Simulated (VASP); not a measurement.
## Ta: single point with LDA

Crystal: Ta.

```
Ta
1.0
    -1.67301    1.67301    1.67301
     1.67301   -1.67301    1.67301
     1.67301    1.67301   -1.67301
Ta
1
Direct
  0.00000 0.00000 0.00000
```

This cell differs from its parent crystal: volume scaled by 1.04.

```yaml
Program: VASP 6.6.1
Task: single point
Functional: LDA
Potentials_or_basis: VASP PAW LDA potentials, release 64 (Ta_pv)
Cutoff: 520 eV
k_mesh: 11 × 11 × 11
Occupations: gaussian, width 0.1 eV
Spin: no spin polarisation
```

| Property | Result |
| --- | --- |
| Pressure | -15.5 GPa |

Levels at points of the mesh, in eV from the Fermi level:
| k point | band 2 | band 3 | band 4 | band 5 | band 6 | band 7 | band 8 | band 9 |
| --- | --- | --- | --- | --- | --- | --- | --- | --- |
| (0.00, 0.00, 0.00) | -33.04 | -33.04 | -7.69 | 0.67 | 0.67 | 0.67 | 3.79 | 3.79 |

It took 6.1 s on 1 thread of AMD EPYC 9R45 96-Core Processor (Zen 5), with other jobs on the host, peak memory 0.1 GiB.

Caveat: spin-orbit coupling is left out, which moves the levels of the heavy elements.
